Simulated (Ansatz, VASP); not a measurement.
# BP in VASP and in Ansatz

```
CELL_PARAMETERS angstrom
0.00000 2.09847 2.36741
2.36741 0.00000 2.36741
2.36741 2.09847 0.00000
ATOMIC_POSITIONS crystal
B 0.00000 0.00000 0.00000
P 0.75000 0.75000 0.75000
```

Alike in both runs: task single point; functional PBE; k mesh 12 × 12 × 12; occupations gaussian, width 0.05 eV; no spin polarisation.

```csv
,VASP,Ansatz
version,VASP 6.6.1,Ansatz 0.2.0
potentials or method,"VASP PAW PBE potentials, release 64 (B, P), cutoff 520 eV","scalar-relativistic, plane waves, PAW"
valence electrons in the cell,8,8
```

|  | VASP | Ansatz | Ansatz less VASP |
| --- | --- | --- | --- |
| gap on the k mesh at the Fermi level (eV) | none | none | - |
| pressure (GPa) | -0.5 | -0.3 | +0.21 |
| traceless stress, the component that is largest in VASP (GPa) | 17.69 | 17.66 | -0.024 |

A gap of «none» marks a metal or a gap that the smearing closes. The functional is the same, so the differences come from potentials, cutoffs and numerics.
